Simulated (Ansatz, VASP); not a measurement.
**Two plane-wave programs on C**

```xyz
2
Lattice="0.0433 1.7787 1.8437 1.7932 0.0219 1.8651 1.8038 1.8108 0.0112" Properties=species:S:1:pos:R:3 pbc="T T T"
C     1.8717    3.5697    1.8616
C     0.9186    0.9328    0.8821
```

Alike in both runs: task single point; functional PBE; k mesh 6 × 6 × 6; no spin polarisation.

|  | VASP | Ansatz |
| --- | --- | --- |
| version | VASP 6.6.1 | Ansatz 0.2.0 |
| potentials or method | VASP PAW PBE potentials, release 64 (C), cutoff 520 eV | plane waves, PAW |
| occupations | gaussian, width 0.01 eV | fixed |
| valence electrons in the cell | 8 | 8 |

|  | VASP | Ansatz | Ansatz less VASP |
| --- | --- | --- | --- |
| pressure (GPa) | -9.1 | -9.7 | -0.57 |
| traceless stress, the component that is largest in VASP (GPa) | -23.69 | -23.70 | -0.015 |
| rms of the force components (eV/Å) | 1.390 | 1.385 | -0.0049 |

Atom by atom the forces differ by 0.006 eV/Å (rms over components). Ansatz's warnings: stress scf threshold loose.

The k mesh is coarse, so the values compare programs but aren't converged.
